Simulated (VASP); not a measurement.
Wanted: the native input for a VASP 6.6.1 run.

```
Task                   : single point
Functional             : PBE
Potentials or basis    : VASP PAW PBE potentials, release 64 (Re)
Cutoff                 : 520 eV
k mesh                 : 10 × 10 × 10
Occupations            : gaussian, width 0.15 eV
Spin                   : no spin polarisation
Dipole correction      : no
Further INCAR settings : ALGO = Normal; EDIFF = 1e-06; NBANDS = 10
```

The structure of Re lies in POSCAR:

```
Re
1.0
    0.0000000000      1.8824593093      1.9818531608
    1.8824593093      0.0000000000      1.9818531608
    1.8824593093      1.8824593093      0.0000000000
Re
1
Direct
    0.0000000000      0.0000000000      0.0000000000
```

This cell differs from its parent crystal: volume 14.046 Å^3 an atom, c/a of the conventional cell 1.0528.

The input as run:

INCAR

```
SYSTEM = Re
  PREC = Accurate
  ENCUT = 520
  EDIFF = 1E-6
  ISMEAR = 0
  SIGMA = 0.15
  LREAL = .FALSE.
  LASPH = .TRUE.
  NELM = 60
  ALGO = Normal
  ISIF = 2
  LWAVE = .FALSE.
  LCHARG = .TRUE.
  GGA = PE
  LELF = .TRUE.
  LVHAR = .TRUE.
  NBANDS = 10
```

KPOINTS

```
regular mesh
0
G
  10 10 10
  0 0 0
```

Potentials or basis: VASP PAW PBE potentials, release 64 (Re).

Command:

```console
$ cat potpaw_PBE.64/Re/POTCAR > POTCAR
$ mpirun -np 1 vasp_std > vasp.out
```

Results of the run:

```
Pressure : 27.8 GPa
```

Wall time 11 s on 1 thread of Intel Xeon 6975P-C (shared host), peak memory 0.13 GiB.
